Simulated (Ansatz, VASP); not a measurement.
## One calculation of PbI2Cl2, two programs

```
Pb I Cl
1.0
     4.43208    0.00000    0.00000
    -2.21604    3.83829    0.00000
     0.00000    0.00000   11.84193
Pb I Cl
1 2 2
Direct
  0.00000 0.00000 0.00000
  0.33333 0.66667 0.82073
  0.66667 0.33333 0.17927
  0.33333 0.66667 0.60542
  0.66667 0.33333 0.39458
```

Change from the starting cell: species swapped into the CaH2O2 type (P-3m1, No. 164).

Alike in both runs: functional PBE; k mesh 12 × 12 × 6; occupations gaussian, width 0.1 eV; no spin polarisation.

Ansatz relaxed the structure, and its values are those at the end. VASP's run is a single point on that final structure, the one shown.

|  | VASP | Ansatz |
| --- | --- | --- |
| version | VASP 6.6.1 | Ansatz 0.2.0 |
| potentials or method | VASP PAW PBE potentials, release 64 (Pb_d, I, Cl), cutoff 520 eV | scalar-relativistic, plane waves, PAW |
| valence electrons in the cell | 42 | 62 |

Ansatz gave:

```
gap on the k mesh at the Fermi level (eV) : none
pressure (GPa)                            : 0.0
rms of the force components (eV/Å)        : 0.000
```

Problem. Which values does VASP return?

Solution. gap on the k mesh at the Fermi level (eV): none; pressure (GPa): -0.1; rms of the force components (eV/Å): 0.021.

A gap of «none» marks a metal or a gap that the smearing closes. The functional is the same, so the differences come from potentials, cutoffs and numerics. VASP's potentials hold 42 valence electrons a cell and Ansatz's 62, so a difference there can come from the potentials and not from the codes.

Neither program's run includes spin-orbit coupling.
